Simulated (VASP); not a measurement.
Here is a VASP 6.6.1 calculation.

The input INCAR:

```
PREC = Accurate ; ENCUT = 500
EDIFF = 1E-7 ; ISMEAR = -1
SIGMA = 0.05 ; LREAL = F
LASPH = T ; NELM = 120
ALGO = Normal ; ISIF = 3
LWAVE = F ; LCHARG = F
GGA = CA ; IBRION = 2
NSW = 80 ; EDIFFG = -0.01
GGA_COMPAT = F ; NELMIN = 4
```

Contents of KPOINTS:

```
Automatic mesh
0
Gamma
  12 12 12
```

Contents of POSCAR:

```
Cl
1.0
    0.0000000000      3.0750000000      3.0750000000
    3.0750000000      0.0000000000      3.0750000000
    3.0750000000      3.0750000000      0.0000000000
Cl
2
Direct
    1.0000000000      1.0000000000      1.0000000000
    0.2500000000      0.2500000000      0.2500000000
```

Potentials or basis: VASP PAW LDA potentials, release 64 (Cl).

The run is started by

```sh
$ cat potpaw_LDA.64/Cl/POTCAR > POTCAR
$ mpirun -np 1 vasp_std > vasp.out
```

(1) Predict the relaxed volume.

(2) Estimate the band gap on the k mesh.

## Answers

(1) 29.45 Å³/atom.

(2) zero (bands 7 and 8 overlap by 1.57 eV).
